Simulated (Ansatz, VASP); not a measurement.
# P: VASP beside Ansatz

```
CELL_PARAMETERS angstrom
1.71374 0.98943 2.91827
-1.71374 0.98943 2.91827
0.00000 -1.97886 2.91827
ATOMIC_POSITIONS crystal
P 0.23366 0.23366 0.23366
P 0.76634 0.76634 0.76634
```

Alike in both runs: functional PBE; dispersion D3(BJ); k mesh 12 × 12 × 12; occupations gaussian, width 0.1 eV; no spin polarisation.

Ansatz relaxed the structure, and its values are those at the end. VASP's run is a single point on that final structure, the one shown.

|  | VASP | Ansatz |
| --- | --- | --- |
| version | VASP 6.6.1 | Ansatz 0.2.0 |
| potentials or method | VASP PAW PBE potentials, release 64 (P), cutoff 520 eV | scalar-relativistic, plane waves, PAW |
| valence electrons in the cell | 10 | 10 |

```csv
,VASP,Ansatz,Ansatz less VASP
gap on the k mesh at the Fermi level (eV),none,none,-
pressure (GPa),-0.3,0.0,+0.31
rms of the force components (eV/Å),0.026,0.000,-0.0264
```

A gap of «none» marks a metal or a gap that the smearing closes.
